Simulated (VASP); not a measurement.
## CaCoC6N6: single point with PBE

CaCoC6N6:

```
Ca Co C N
1.0
     0.00000    5.49983    5.49983
     5.49983    0.00000    5.49983
     5.49983    5.49983    0.00000
Ca Co C N
1 1 6 6
Direct
  0.50000 0.50000 0.50000
  0.00000 0.00000 0.00000
  0.82880 0.17120 0.17120
  0.17120 0.82880 0.17120
  0.17120 0.17120 0.82880
  0.17120 0.82880 0.82880
  0.82880 0.17120 0.82880
  0.82880 0.82880 0.17120
  0.72274 0.27726 0.27726
  0.27726 0.72274 0.27726
  0.27726 0.27726 0.72274
  0.27726 0.72274 0.72274
  0.72274 0.27726 0.72274
  0.72274 0.72274 0.27726
```

* Program: VASP 6.6.1
* Task: single point
* Functional: PBE
* Potentials or basis: VASP PAW PBE potentials, release 64 (Ca_sv, Co, C, N)
* Cutoff: 520 eV
* k mesh: 4 × 4 × 4
* Occupations: gaussian, width 0.1 eV
* Spin: collinear spin, ferromagnetic start
* Starting moments: [0.0, 3.0, 0.0, 0.0, 0.0, 0.0, 0.0, 0.0, 0.0, 0.0, 0.0, 0.0, 0.0, 0.0] μB

```yaml
Pressure: 0.4 GPa
Largest_force: 0.419 eV/Å
Band_gap_on_the_k_mesh: zero (filled and empty bands overlap)
Net_moment: 1.00 μB per cell
Site_moments: Ca -0.00; Co +0.70; C -0.01; N +0.04 μB
Valence_electrons_inside_the_program's_atomic_spheres: Ca 8.08; Co 8.90; C 2.60; N 3.86
```

Forces in eV/Å, atoms in the order of the input:
```
Ca   0.000  0.000  0.000
Co   0.000  0.000  0.000
C   -0.419  0.000  0.000
C    0.000 -0.419  0.000
C    0.000  0.000 -0.419
C    0.419  0.000  0.000
C    0.000  0.419  0.000
C    0.000  0.000  0.419
N    0.363  0.000  0.000
N    0.000  0.363  0.000
N    0.000  0.000  0.363
N   -0.363  0.000  0.000
N    0.000 -0.363  0.000
N    0.000  0.000 -0.363
```

Levels at points of the mesh, in eV from the Fermi level:
Spin up:
| k point | band 33 | band 34 | band 35 | band 36 | band 37 | band 38 | band 39 | band 40 | band 41 | band 42 |
| --- | --- | --- | --- | --- | --- | --- | --- | --- | --- | --- |
| (0.00, 0.00, 0.00) | -0.70 | -0.70 | -0.70 | -0.70 | -0.70 | 4.00 | 4.00 | 5.56 | 5.56 | 5.56 |
| (0.50, 0.00, 0.00) | -0.57 | -0.55 | -0.55 | -0.55 | -0.55 | 4.03 | 4.03 | 6.12 | 6.17 | 6.28 |
| (0.50, 0.50, 0.00) | -0.55 | -0.55 | -0.46 | -0.46 | -0.45 | 3.95 | 4.01 | 5.59 | 6.52 | 6.52 |
Spin down:
```
           k point  band 34  band 35  band 36  band 37  band 38  band 39  band 40  band 41
(0.00, 0.00, 0.00)    -0.63    -0.16    -0.16    -0.16     4.23     4.23     5.67     5.67
(0.50, 0.00, 0.00)    -0.51    -0.05    -0.03    -0.03     4.26     4.26     6.17     6.24
(0.50, 0.50, 0.00)    -0.41    -0.16     0.06     0.06     4.18     4.24     5.69     6.64
```

It took 18 min on 1 thread of Intel Xeon 8259CL, on a shared host, peak memory 0.8 GiB.

Caveat: a cell with one magnetic atom can't hold antiferromagnetic order, which such compounds often take. With open d or f shells a metallic result of PBE can be an artefact of self-interaction; +U or a hybrid may open a gap.
